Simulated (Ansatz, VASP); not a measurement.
# ZrHgS3: VASP beside Ansatz

Contents of INCAR:

```
SYSTEM = ZrHgS3
ALGO = Normal
EDIFF = 1E-6
ENCUT = 520
GGA = PS
ISIF = 2
ISMEAR = -1
LASPH = .True.
LCHARG = .False.
LREAL = .False.
LWAVE = .False.
NBANDS = 29
NELM = 100
PREC = Accurate
SIGMA = 0.15
```

The input KPOINTS:

```
k-points
0
Gamma
  8 8 8
  0 0 0
```

POSCAR

```
ZrHgS3
1.0
    5.0181000000      0.0000000000      0.0000000000
    0.0000000000      5.0181000000      0.0000000000
    0.0000000000      0.0000000000      5.0181000000
Hg Zr S
1 1 3
Direct
    0.0000000000      0.0000000000      0.0000000000
    0.5000000000      0.5000000000      0.5000000000
    0.5000000000      0.5000000000      0.0000000000
    0.5000000000      0.0000000000      0.5000000000
    0.0000000000      0.5000000000      0.5000000000
```

Input for Ansatz:

```yaml
crystal:
  lattice:
    - [5.0181, 0.0, 0.0]
    - [0.0, 5.0181, 0.0]
    - [0.0, 0.0, 5.0181]
  atoms:
    - { symbol: Hg, position: [0.0, 0.0, 0.0] }
    - { symbol: Zr, position: [0.5, 0.5, 0.5] }
    - { symbol: S, position: [0.5, 0.5, 0.0] }
    - { symbol: S, position: [0.5, 0.0, 0.5] }
    - { symbol: S, position: [0.0, 0.5, 0.5] }
basis:
  ecutwfc: 420
kpoints:
  mp_grid: { grid: [8, 8, 8] }
hamiltonian:
  xc: pbesol
scf:
  occupations: { method: fermi_dirac, width: 0.15 }
output:
  forces: true
  stress: true
  eigenvalues: true
```

Alike in both runs: task single point; functional PBEsol; k mesh 8 × 8 × 8; occupations fermi-dirac, width 0.15 eV; no spin polarisation.

|  | VASP | Ansatz |
| --- | --- | --- |
| version | VASP 6.6.1 | Ansatz 0.2.0 |
| potentials or method | VASP PAW PBE potentials, release 64 (Hg, Zr_sv, S), cutoff 520 eV | scalar-relativistic, plane waves, PAW |
| valence electrons in the cell | 42 | 50 |

|  | VASP | Ansatz | Ansatz less VASP |
| --- | --- | --- | --- |
| gap on the k mesh at the Fermi level (eV) | none | none | - |
| pressure (GPa) | -2.8 | -2.8 | -0.04 |

VASP's potentials were made for PBE, not for PBEsol. A gap of «none» marks a metal or a gap that the smearing closes. VASP's potentials hold 42 valence electrons a cell and Ansatz's 50, so a difference there can come from the potentials and not from the codes.

Spin-orbit coupling is off throughout.
